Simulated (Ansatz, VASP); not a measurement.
Two plane-wave programs on FeBr4

```xyz
5
Lattice="0.0000 5.2811 5.2811 5.2811 0.0000 5.2811 5.2811 5.2811 0.0000" Properties=species:S:1:pos:R:3 pbc="T T T"
Fe    2.6406    2.6406    2.6406
Br    3.9578    1.3234    3.9578
Br    1.3234    1.3234    1.3234
Br    1.3234    3.9578    3.9578
Br    3.9578    3.9578    1.3234
```

Alike in both runs: functional PBE; k mesh 6 × 6 × 6; occupations gaussian, width 0.1 eV; collinear spin.

Ansatz relaxed the structure, and its values are those at the end. VASP's run is a single point on that final structure, the one shown.

|  | VASP | Ansatz |
| --- | --- | --- |
| version | VASP 6.6.1 | Ansatz 0.2.0 |
| potentials or method | VASP PAW PBE potentials, release 64 (Fe, Br), cutoff 520 eV | scalar-relativistic, plane waves, PAW |
| valence electrons in the cell | 36 | 44 |

```tsv
	VASP	Ansatz	Ansatz less VASP
gap on the k mesh at the Fermi level (eV)	none	none	-
pressure (GPa)	0.0	0.0	0.00
net moment per atom (μB)	0.80	0.80	0.000
size of the moment on the site where the two differ most (μB)	3.11	3.05	-0.062
```

Site moments also hang on the region over which each program counts them. A gap of «none» marks a metal or a gap that the smearing closes. VASP's potentials hold 36 valence electrons a cell and Ansatz's 44, so a difference there can come from the potentials and not from the codes.
